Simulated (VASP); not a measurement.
# KBr (I4/mmm) in VASP: a series of runs

The runs below take KBr through single point, with PBE, r2SCAN, HSE06.

All numbers are computed with VASP 6.6.1; they aren't measurements. Logs are shortened: lines on timing, memory, paths and dates and some standing lists are left out, and cuts for length are marked.

### Step 1. The cell of the first run

Symmetry: I4/mmm, No. 139, tetragonal system. Conventional cell: a = 4.789 Å, b = 4.789 Å, c = 6.564 Å, α = 90.00°, β = 90.00°, γ = 90.00°. Within 4.3 Å of K (site symmetry 4/mmm) lie 6 Br at 3.28 to 3.39 Å. Br (site symmetry 4/mmm) has 6 K at 3.28 to 3.39 Å within 4.3 Å.

### Step 2. Single point, PBE (epitaxial xy strain +2.5%)

INCAR

```
ALGO = Normal ; EDIFF = 1E-6
ENCUT = 520 ; GGA = PE
ISIF = 2 ; ISMEAR = -1
LASPH = T ; LCHARG = F
LREAL = F ; LWAVE = F
NBANDS = 15 ; NELM = 100
PREC = Accurate ; SIGMA = 0.02
```

KPOINTS

```
k-points
0
Gamma
  6 6 6
```

POSCAR

```
KBr
1.0
    0.0000000000      3.3861249147      3.2821673974
    3.3861249147      0.0000000000      3.2821673974
    3.3861249147      3.3861249147      0.0000000000
K Br
1 1
Direct
    0.0000000000      0.0000000000      0.0000000000
    0.5000000000      0.5000000000      0.5000000000
```

Potentials or basis: VASP PAW PBE potentials, release 64 (K_sv, Br).

Run with:

```bash
$ cat potpaw_PBE.64/K_sv/POTCAR potpaw_PBE.64/Br/POTCAR > POTCAR
$ mpirun -np 1 vasp_std > vasp.out
```

OUTCAR:

```text
EDIFF = 1E-6
   ENCUT = 520
   GGA = PE
   ISIF = 2
   ISMEAR = -1
   LASPH = T
   LREAL = F
   NELM = 100
   PREC = Accurate

 ion  position               nearest neighbor table
   1  0.000  0.000  0.000-   2 3.28   2 3.28
   2  0.500  0.500  0.500-   1 3.28   1 3.28

  LATTYP: Found a body centered tetragonal cell.
 ALAT       =     4.7887037783
 C/A-ratio  =     1.3707957516

  Lattice vectors:

 A1 = (   0.0000000000,  -3.3861249147,  -3.2821673974)
 A2 = (   0.0000000000,   3.3861249147,  -3.2821673974)
 A3 = (   3.3861249147,   0.0000000000,   3.2821673974)

Analysis of symmetry for initial positions (statically):
=====================================================================
 Subroutine PRICEL returns:
 Original cell was already a primitive cell.

 Routine SETGRP: Setting up the symmetry group for a
 body centered tetragonal supercell.

 Subroutine GETGRP returns: Found 16 space group operations
 (whereof 16 operations were pure point group operations)
 out of a pool of 16 trial point group operations.

The static configuration has the point symmetry D_4h.

Analysis of symmetry for dynamics (positions and initial velocities):
=====================================================================
 Subroutine PRICEL returns:
 Original cell was already a primitive cell.

 Routine SETGRP: Setting up the symmetry group for a
 body centered tetragonal supercell.

 Subroutine GETGRP returns: Found 16 space group operations
 (whereof 16 operations were pure point group operations)
 out of a pool of 16 trial point group operations.

The dynamic configuration has the point symmetry D_4h.

 Subroutine INISYM returns: Found 16 space group operations
 (whereof 16 operations are pure point group operations),
 and found     1 'primitive' translations

----------------------------------------------------------------------------------------

                                     Primitive cell

  volume of cell :      75.2656

  direct lattice vectors                    reciprocal lattice vectors
     0.000000000  3.386124915  3.282167397    -0.147661416  0.147661416  0.152338360
     3.386124915  0.000000000  3.282167397     0.147661416 -0.147661416  0.152338360
     3.386124915  3.386124915  0.000000000     0.147661416  0.147661416 -0.152338360

  length of vectors
     4.715767675  4.715767675  4.788703778     0.258485519  0.258485519  0.258485519

  position of ions in fractional coordinates (direct lattice)
     0.000000000  0.000000000  0.000000000
     0.500000000  0.500000000  0.500000000

  ion indices of the primitive-cell ions
   primitive index   ion index
                 1           1
                 2           2

----------------------------------------------------------------------------------------

 KPOINTS: k-points

Automatic generation of k-mesh.
 Grid dimensions read from file:
 generate k-points for:    6    6    6

 Generating k-lattice:

  Cartesian coordinates                     Fractional coordinates (reciprocal lattice)
    -0.024610236  0.024610236  0.025389727     0.166666667  0.000000000  0.000000000
     0.024610236 -0.024610236  0.025389727     0.000000000  0.166666667  0.000000000
     0.024610236  0.024610236 -0.025389727     0.000000000  0.000000000  0.166666667

  Length of vectors
     0.043080920  0.043080920  0.043080920

  Shift w.r.t. Gamma in fractional coordinates (k-lattice)
     0.000000000  0.000000000  0.000000000

 Subroutine IBZKPT returns following result:
 ===========================================

 Found     30 irreducible k-points:

 Following reciprocal coordinates:
            Coordinates               Weight
  0.000000  0.000000  0.000000      1.000000
  0.166667  0.000000  0.000000      8.000000
  0.333333  0.000000  0.000000      8.000000
  0.500000 -0.000000  0.000000      4.000000
  0.166667  0.166667  0.000000      2.000000
  0.333333  0.166667  0.000000      8.000000
[... 16 lines left out ...]
  0.333333  0.000000  0.333333      4.000000
  0.500000 -0.000000  0.333333     16.000000
 [... further k-points ...]
   k-points           NKPTS =     30   k-points in BZ     NKDIM =     30   number of bands    NBANDS=     15
   number of dos      NEDOS =    301   number of ions     NIONS =      2
   total plane-waves  NPLWV =  46656
   dimension x,y,z NGX =    36 NGY =   36 NGZ =   36
   dimension x,y,z NGXF=    72 NGYF=   72 NGZF=   72
   ions per type =               1   1
   NGX,Y,Z   is equivalent  to a cutoff of  12.69, 12.69, 12.50 a.u.
   NGXF,Y,Z  is equivalent  to a cutoff of  25.38, 25.38, 25.00 a.u.
 SYSTEM =  unknown system
   PREC   = accura    normal or accurate (medium, high low for compatibility)
   ISTART =      0    job   : 0-new  1-cont  2-samecut
   ICHARG =      2    charge: 1-file 2-atom 10-const
   ISPIN  =      1    spin polarized calculation?
   LNONCOLLINEAR =      F non collinear calculations
   LSORBIT =      F    spin-orbit coupling
   LASPH  =      T    aspherical Exc in radial PAW
   ENCUT  =  520.0 eV  38.22 Ry    6.18 a.u.   8.77  8.77  8.90*2*pi/ulx,y,z
   NELM   =    100;   NELMIN=  2; NELMDL= -5     # of ELM steps
   EDIFF  = 0.1E-05   stopping-criterion for ELM
   LREAL  =      F    real-space projection
   EDIFFG = 0.1E-04   stopping-criterion for IOM
   NSW    =      0    number of steps for IOM
   IBRION =     -1    ionic relax: 0-MD 1-quasi-New 2-CG
   NFREE  =      0    steps in history (QN), initial steepest desc. (CG)
   ISIF   =      2    stress and relaxation
   ISYM   =      2    0-nonsym 1-usesym 2-fastsym
   POTIM  = 0.5000    time-step for ionic-motion
   TEBEG  =    0.0;   TEEND  =   0.0 temperature during run
   PSTRESS=    0.0 pullay stress
   NELECT =      16.0000    total number of electrons
   NUPDOWN=      -1.0000    fix difference up-down
   EMIN   =  10.00;   EMAX   =-10.00  energy-range for DOS
   EFERMI =   0.00;   METHOD = LEGACY
   ISMEAR =    -1;   SIGMA  =   0.02  broadening in eV -4-tet -1-fermi 0-gaus
   EFERMI_NEDOS =   21; number of points for ismear=-14 and -15
   IALGO  =     38    algorithm
   IMIX   =      4    mixing-type and parameters
     AMIX     =   0.40;   BMIX     =  1.00
     AMIX_MAG =   1.60;   BMIX_MAG =  1.00
  volume/ion in A,a.u.               =      37.63       253.96
  Fermi-wavevector in a.u.,A,eV,Ry     =   0.977048  1.846353 12.988434  0.954623
  Thomas-Fermi vector in A             =   2.107715
   LORBIT       =      0    0 simple, 1 ext, 2 COOP (PROOUT), +10 PAW based schemes
   GGA     = PE    functional components
   LHFCALC =     F    Hartree Fock is set to
   AEXX    =    0.0000 exact exchange contribution
   IVDW    =     0    specifies the selected vdW correction
   LEPSILON=     F    determine dielectric tensor
   LRPA    =     F    only Hartree local field effects (RPA)
 non-spin polarized calculation
  energy-cutoff  :      520.00
  volume of cell :       75.27
 maximum number of plane-waves:      2045
   NGX = 17   NGY = 17   NGZ = 17

 number of electron      16.0000001 magnetization

 Free energy of the ion-electron system (eV)
  ---------------------------------------------------
  ext. energy  EPLUGINS =         0.00000000
  ---------------------------------------------------
  free energy    TOTEN  =        -6.21946451 eV

  energy without entropy =       -6.21946451  energy(sigma->0) =       -6.21946451

 E-fermi :  -1.4903     XC(G=0):  -7.1870

 val. band max:       -1.9109724764   @ k =   0.0000   0.0000   0.0000
 cond. band min:       2.3949616413   @ k =   0.0000   0.0000   0.0000
 fundamental gap:      4.3059341177
 Fermi energy:        -1.4903439336

 k-point     1 :       0.0000    0.0000    0.0000
  band No.  band energies     occupation
      1     -29.7972      2.00000
      2     -14.1568      2.00000
      3     -13.2721      2.00000
      4     -13.2721      2.00000
      5     -13.2703      2.00000
      6      -1.9200      2.00000
      7      -1.9200      2.00000
      8      -1.9110      2.00000
      9       2.3950      0.00000
     10       5.6149      0.00000
     11       5.6149      0.00000
     12       5.7977      0.00000
     13       6.3990      0.00000
     14       6.5425      0.00000
     15       9.5677      0.00000

 k-point     2 :       0.1667    0.0000    0.0000
  band No.  band energies     occupation
      1     -29.7961      2.00000
      2     -14.2070      2.00000
      3     -13.2740      2.00000
      4     -13.2718      2.00000
      5     -13.2056      2.00000
      6      -2.2543      2.00000
      7      -1.9986      2.00000
      8      -1.9936      2.00000
      9       3.0217      0.00000
     10       5.5212      0.00000
     11       5.9307      0.00000
     12       6.0449      0.00000
     13       6.7241      0.00000
     14       6.8826      0.00000
     15      10.3970      0.00000

 k-point     3 :       0.3333    0.0000    0.0000
  band No.  band energies     occupation
      1     -29.7940      2.00000
      2     -14.2916      2.00000
      3     -13.2778      2.00000
      4     -13.2731      2.00000
      5     -13.0894      2.00000
      6      -2.7860      2.00000
      7      -2.1468      2.00000
      8      -2.1435      2.00000
      9       4.1376      0.00000
     10       5.6936      0.00000
     11       6.7664      0.00000
     12       6.8560      0.00000
     13       7.5464      0.00000
     14       7.7394      0.00000
     15       9.2949      0.00000
[... 343 lines left out ...]
 k-point    23 :       0.3333    0.0000    0.3333
  band No.  band energies     occupation
      1     -29.7931      2.00000
      2     -14.1568      2.00000
      3     -13.2938      2.00000
      4     -13.2908      2.00000
      5     -13.2455      2.00000
      6      -2.6729      2.00000
      7      -2.1258      2.00000
      8      -2.1125      2.00000
      9       4.2944      0.00000
     10       4.4606      0.00000
     11       7.1077      0.00000
     12       7.3915      0.00000
     13       7.8217      0.00000
     14       7.9015      0.00000
     15       8.6100      0.00000

 k-point    24 :       0.5000   -0.0000    0.3333
  band No.  band energies     occupation
      1     -29.7921      2.00000
      2     -14.1511      2.00000
      3     -13.3217      2.00000
      4     -13.2931      2.00000
      5     -13.2271      2.00000
      6      -2.6751      2.00000
      7      -2.3122      2.00000
      8      -2.1827      2.00000
      9       4.4040      0.00000
     10       5.3383      0.00000
     11       6.8111      0.00000
     12       7.5427      0.00000
     13       7.6479      0.00000
     14       8.4014      0.00000
     15       8.7945      0.00000

 [... further k-points ...]

------------------------ aborting loop because EDIFF is reached ----------------------------------------

  FORCE on cell =-STRESS in cart. coord.  units (eV):
  Direction    XX          YY          ZZ          XY          YZ          ZX
  --------------------------------------------------------------------------------------
  -------------------------------------------------------------------------------------
  Total       -0.0926931     -0.0926931      0.3129410      0.0000000      0.0000000      0.0000000
  in kB       -1.9731549     -1.9731549      6.6615674      0.0000000      0.0000000      0.0000000
  external PRESSURE =       0.9050859 kB  Pullay stress =       0.0000000 kB

 VOLUME and BASIS-vectors are now :
 -----------------------------------------------------------------------------
  energy-cutoff  :      520.00
  volume of cell :       75.27
      direct lattice vectors                 reciprocal lattice vectors
     0.000000000  3.386124915  3.282167397    -0.147661416  0.147661416  0.152338360
     3.386124915  0.000000000  3.282167397     0.147661416 -0.147661416  0.152338360
     3.386124915  3.386124915  0.000000000     0.147661416  0.147661416 -0.152338360

 POSITION                                       TOTAL-FORCE (eV/Angst)
 -----------------------------------------------------------------------------------
      0.00000      0.00000      0.00000        -0.000000      0.000000     -0.000000
      3.38612      3.38612      3.28217         0.000000     -0.000000      0.000000
 -----------------------------------------------------------------------------------
    total drift:                                0.000000      0.000000      0.000000

  FREE ENERGIE OF THE ION-ELECTRON SYSTEM (eV)
  ---------------------------------------------------
  free  energy   TOTEN  =        -6.2194645115 eV

  energy  without entropy=       -6.2194645115  energy(sigma->0) =       -6.21946451
```

It took 42 s on 1 thread of Oxide Virtual Turin-like, shared host; peak memory 0.18 GiB.

Results:

```yaml
Free_energy: -6.2195 eV
Pressure: 0.1 GPa
Band_gap_on_the_k_mesh: 4.31 eV
```

Caveat: the cell differs from its parent crystal (epitaxial xy strain +2.5%).

### Step 3. Single point, r2SCAN (epitaxial xy strain +2.5%)

POSCAR is that of step 2.

INCAR.step1

```
SYSTEM = KBr
PREC = Accurate
ENCUT = 520
ISMEAR = 0
SIGMA = 0.01
LREAL = .False.
LASPH = .True.
NELM = 60
NBANDS = 15
GGA = PE
ALGO = Normal
EDIFF = 1E-4
LWAVE = .True.
LCHARG = .False.
```

INCAR.step2

```
SYSTEM = KBr
PREC = Accurate
ENCUT = 520
EDIFF = 1E-6
ISMEAR = 0
SIGMA = 0.01
LREAL = .False.
LASPH = .True.
NELM = 60
ALGO = Normal
ISIF = 2
LWAVE = .False.
LCHARG = .False.
METAGGA = R2SCAN
LMIXTAU = .True.
NBANDS = 15
ISTART = 1
```

KPOINTS

```
regular mesh
0
Gamma
  6 6 6
  0 0 0
```

Potentials or basis: VASP PAW PBE potentials, release 64 (K_sv, Br).

Run with:

```bash
$ cat potpaw_PBE.64/K_sv/POTCAR potpaw_PBE.64/Br/POTCAR > POTCAR
$ cp INCAR.step1 INCAR
$ mpirun -np 1 vasp_std > vasp.out
$ cp INCAR.step2 INCAR
$ mpirun -np 1 vasp_std > vasp.out
```

Wall time 1.9 min (1 thread of Oxide Virtual Turin-like, shared host); peak memory 0.19 GiB.

It converged, with:

```
Free energy            : -23.2387 eV
Pressure               : -0.6 GPa
Band gap on the k mesh : 4.94 eV
```

Stress tensor (GPa, compression positive):
```
-0.87  0.00  0.00
 0.00 -0.87  0.00
 0.00  0.00  0.04
```

Levels at points of the mesh, in eV from the valence-band top:
```csv
k point,band 6,band 7,band 8,band 9,band 10,band 11
"(0.00, 0.00, 0.00)",-0.01,-0.01,0.00,4.94,8.16,8.16
"(0.50, 0.00, 0.00)",-1.09,-0.30,-0.30,7.02,8.68,10.40
"(0.50, 0.50, 0.00)",-0.76,-0.31,-0.31,6.37,7.88,9.97
"(0.50, 0.00, 0.50)",-0.79,-0.27,-0.26,6.42,7.84,9.81
```

Caveat: the cell differs from its parent crystal (epitaxial xy strain +2.5%); the PAW data sets were made with another functional, which shifts forces and pressure a little.

### Step 4. Single point, HSE06 (epitaxial xy strain +2.5%)

POSCAR is that of step 3.

INCAR.step1

```
SYSTEM = KBr
PREC = Accurate
ENCUT = 520
EDIFF = 1E-5
ISMEAR = 0
SIGMA = 0.01
LREAL = .FALSE.
LASPH = .TRUE.
NELM = 80
ALGO = Normal
ISIF = 2
LWAVE = .TRUE.
LCHARG = .FALSE.
NBANDS = 15
GGA = PE
```

INCAR.step2

```
SYSTEM = KBr
PREC = Accurate
ENCUT = 520
EDIFF = 1E-6
ISMEAR = 0
SIGMA = 0.01
LREAL = .FALSE.
LASPH = .TRUE.
NELM = 80
ALGO = Normal
ISIF = 2
LWAVE = .FALSE.
LCHARG = .FALSE.
GGA = PE
LHFCALC = .TRUE.
HFSCREEN = 0.2079
PRECFOCK = Normal
NBANDS = 15
ISTART = 1
```

KPOINTS

```
Automatic mesh
0
G
  4 4 4
  0 0 0
```

Run with:

```bash
$ cat potpaw_PBE.64/K_sv/POTCAR potpaw_PBE.64/Br/POTCAR > POTCAR
$ cp INCAR.step1 INCAR
$ mpirun -np 1 vasp_std > vasp.out
$ cp INCAR.step2 INCAR
$ mpirun -np 1 vasp_std > vasp.out
```

Wall time 8.3 min (1 thread of Oxide Virtual Turin-like, shared host); peak memory 0.29 GiB.

It converged, with:

| Property | Result |
| --- | --- |
| Free energy | -7.1680 eV |
| Pressure | -0.2 GPa |
| Band gap on the k mesh | 5.46 eV |

Stress tensor (GPa, compression positive):
```
-0.44  0.00  0.00
 0.00 -0.44  0.00
 0.00  0.00  0.40
```

Levels at points of the mesh, in eV from the valence-band top:
| k point | band 5 | band 6 | band 7 | band 8 | band 9 | band 10 | band 11 | band 12 |
| --- | --- | --- | --- | --- | --- | --- | --- | --- |
| (0.00, 0.00, 0.00) | -12.19 | -0.01 | -0.01 | 0.00 | 5.46 | 8.88 | 8.88 | 9.07 |
| (0.50, 0.00, 0.00) | -11.95 | -1.14 | -0.31 | -0.31 | 7.63 | 9.38 | 11.08 | 11.24 |
| (0.50, 0.50, 0.00) | -12.23 | -0.79 | -0.32 | -0.32 | 7.07 | 8.34 | 10.61 | 10.93 |
| (0.50, 0.00, 0.50) | -12.22 | -0.83 | -0.29 | -0.27 | 7.12 | 8.29 | 10.44 | 10.86 |

Caveat: the cell differs from its parent crystal (epitaxial xy strain +2.5%); the PAW data sets were made with another functional, which shifts forces and pressure a little.

### Step 5. Summary

| level | k mesh | smearing | grid for exact exchange (PRECFOCK) | share of exact exchange | screening parameter | gap on the mesh (eV) | pressure (GPa) |
| --- | --- | --- | --- | --- | --- | --- | --- |
| PBE | 6 × 6 × 6 | fermi-dirac 0.02 eV | - | - | - | 4.31 | 0.1 |
| r2SCAN | 6 × 6 × 6 | gaussian 0.01 eV | - | - | - | 4.94 | -0.6 |
| HSE06 | 4 × 4 × 4 | gaussian 0.01 eV | Normal | 0.25 | 0.2079 1/Å | 5.46 | -0.2 |

Alike in all rows: task single point; potentials or basis VASP PAW PBE potentials, release 64 (K_sv, Br); no spin polarisation; cell as given; cutoff (eV) 520.

Caveats: the PAW data sets were made with another functional, which shifts forces and pressure a little (at least some runs).

Total energies depend on the potentials used, so only differences within one code and one set of settings carry meaning.
